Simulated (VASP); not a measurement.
PbS, 2 atoms in the cell. The structure is trigonal, space group R3m (No. 160). Conventional cell: a = 4.201 Å, b = 4.201 Å, c = 10.291 Å, α = 90.00°, β = 90.00°, γ = 120.00°. Within 3.9 Å of Pb (site symmetry 3m) lie 6 S at 2.97 Å. S (site symmetry 3m) has 6 Pb at 2.97 Å within 3.9 Å. 

| Quantity | Value |
| --- | --- |
| Program | VASP 6.6.1 |
| Task | single point |
| Functional | r2SCAN |
| Potentials or basis | VASP PAW PBE potentials, release 64 (Pb_d, S) |
| Cutoff | 520 eV |
| k mesh | 8 × 8 × 8 |
| Occupations | gaussian, width 0.01 eV |
| Spin | no spin polarisation |
| Dipole correction | no |
| Further INCAR settings | ALGO = Normal; EDIFF = 1e-06; NBANDS = 17 |

Potentials or basis: VASP PAW PBE potentials, release 64 (Pb_d, S).

The run is started by

```bash
$ cat potpaw_PBE.64/Pb_d/POTCAR potpaw_PBE.64/S/POTCAR > POTCAR
$ cp INCAR.step1 INCAR
$ mpirun -np 1 vasp_std > vasp.out
$ cp INCAR.step2 INCAR
$ mpirun -np 1 vasp_std > vasp.out
```

Hardware: 1 thread of Intel(R) Xeon(R) Platinum 8259CL CPU @ 2.50GHz (Skylake/Cascade Lake) (shared host).

Question: Estimate the wall time of this run.

Answer: Run time: 110 s on 1 thread of Intel(R) Xeon(R) Platinum 8259CL CPU @ 2.50GHz (Skylake/Cascade Lake), on a shared host, peak memory 0.22 GiB. Counts: k points 65.
